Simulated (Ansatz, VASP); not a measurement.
ScAlTlAs3: VASP beside Ansatz

```xyz
6
Lattice="6.5994 0.0000 0.0000 -3.2997 5.7153 0.0000 0.0000 0.0000 3.7309" Properties=species:S:1:pos:R:3 pbc="T T T"
Sc    0.0000    3.8102    0.0000
Al    0.0000    0.0000    0.0000
Tl    3.2997    1.9051    0.0000
As    1.7167    4.8013    1.8655
As   -1.7167    4.8013    1.8655
As    0.0000    1.8278    1.8655
```

Change from the starting cell: species swapped into the LaAlCuNi3 type (P-6m2, No. 187).

Alike in both runs: task relaxation of cell and atoms; functional PBE; k mesh 3 × 3 × 6; occupations gaussian, width 0.1 eV; no spin polarisation.

|  | VASP | Ansatz |
| --- | --- | --- |
| version | VASP 6.6.1 | Ansatz 0.2.0 |
| potentials or method | VASP PAW PBE potentials, release 64 (Sc_sv, Al, Tl_d, As), cutoff 600 eV | scalar-relativistic, plane waves, PAW |
| valence electrons in the cell | 42 | 72 |

```csv
,VASP,Ansatz,Ansatz less VASP
"gap on the k mesh at the Fermi level, each at its own relaxed structure (eV)",none,none,-
relaxed volume (Å³/atom),23.45,23.45,0.000
relaxed cell length with the largest relative difference (Å),3.731,3.731,0.0000
```

A gap of «none» marks a metal or a gap that the smearing closes. VASP's potentials hold 42 valence electrons a cell and Ansatz's 72, so a difference there can come from the potentials and not from the codes.

The k mesh is coarse, so the values compare programs but aren't converged. Spin-orbit coupling is off throughout. Noted on VASP's run: the relaxation stopped at its first step, so nothing moved.
